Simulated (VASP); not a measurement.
Cd: single point with PBE

Crystal: Cd.

```
Cd
1.0
    -2.43494    2.43494    1.25180
     2.43494   -2.43494    1.25180
     2.43494    2.43494   -1.25180
Cd
2
Direct
  0.62500 0.87500 0.75000
  0.37500 0.12500 0.25000
```

- Program: VASP 6.6.1
- Task: single point
- Functional: PBE
- Potentials or basis: VASP PAW PBE potentials, release 64 (Cd)
- Cutoff: 520 eV
- k mesh: 17 × 17 × 17
- Occupations: fermi-dirac, width 0.05 eV
- Spin: no spin polarisation
- Dipole correction: no
- Further INCAR settings: ALGO = Normal; EDIFF = 1e-06; NBANDS = 19

- Pressure: 87.1 GPa
- Band gap on the k mesh: zero (bands 12 and 13 overlap by 6.88 eV)

Stress tensor (GPa, compression positive):
```
86.90  0.00  0.00
 0.00 86.90  0.00
 0.00  0.00 87.40
```

Levels at points of the mesh, in eV from the Fermi level:
```csv
k point,band 8,band 9,band 10,band 11,band 12,band 13,band 14,band 15,band 16,band 17
"(0.00, 0.00, 0.00)",-9.79,-9.79,-9.21,-8.49,0.56,0.56,6.17,7.18,13.52,13.52
```

Wall time 100 s on 1 thread of AMD EPYC 9R45 96-Core Processor (Zen 5), on a shared host, peak memory 0.27 GiB.

Caveat: the cell stands under pressure.
